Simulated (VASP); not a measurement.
Set up this calculation in VASP 6.6.1, as the native input.

- Task: single point
- Functional: PBE
- Potentials or basis: VASP PAW PBE potentials, release 64 (Ti_sv, Al)
- Cutoff: 520 eV
- k mesh: 18 × 18 × 6
- Occupations: gaussian, width 0.15 eV
- Spin: collinear spin
- Starting moments: [0.5, 0.5, 0.5, 0.0] μB
- Fixed moment: 1.5 μB
- Dipole correction: no
- Further INCAR settings: ALGO = Normal; EDIFF = 1e-06; NBANDS = 32

The structure of Ti3Al lies in POSCAR:

```
Ti3Al
1.0
    2.8390411744      0.0000000000      0.0000000000
   -1.4195205872      2.4586817795      0.0000000000
    0.0000000000      0.0000000000      8.9457488468
Ti Al
3 1
Direct
    0.6666666667      0.3333333333      0.0000000000
    0.3333333333      0.6666666667      0.7504575668
    0.3333333333      0.6666666667      0.2495424332
    0.6666666667      0.3333333333      0.5000000000
```

The input as run:

INCAR

```
SYSTEM = Ti3Al
  PREC = Accurate
  ENCUT = 520
  EDIFF = 1E-6
  ISMEAR = 0
  SIGMA = 0.15
  LREAL = .FALSE.
  LASPH = .TRUE.
  NELM = 150
  ALGO = Normal
  ISIF = 2
  LWAVE = .FALSE.
  LCHARG = .FALSE.
  ISPIN = 2
  MAGMOM = 0.5 0.5 0.5 0
  LORBIT = 11
  NUPDOWN = 1.5
  LMAXMIX = 4
  GGA = PE
  NBANDS = 32
```

KPOINTS

```
regular mesh
0
G
  18 18 6
  0 0 0
```

Potentials or basis: VASP PAW PBE potentials, release 64 (Ti_sv, Al).

Run with:

```sh
$ cat potpaw_PBE.64/Ti_sv/POTCAR potpaw_PBE.64/Al/POTCAR > POTCAR
$ mpirun -np 1 vasp_std > vasp.out
```

Results of the run:

| Item | Value |
| --- | --- |
| Pressure | 12.3 GPa |
| Largest force | 0.190 eV/Å |
| Net moment | 1.50 μB per cell |
| Site moments | Ti +0.26, +0.36 (each value once); Al +0.02 μB |
| Valence electrons inside the program's atomic spheres | Ti 10.39, 10.36 (each value once); Al 0.83 |

Caveat: the cell stands under pressure; the total moment is fixed, so each spin has its own Fermi level.

Wall time 15 min on 1 thread of Oxide Virtual Turin-like Processor, on a shared host, peak memory 0.48 GiB.
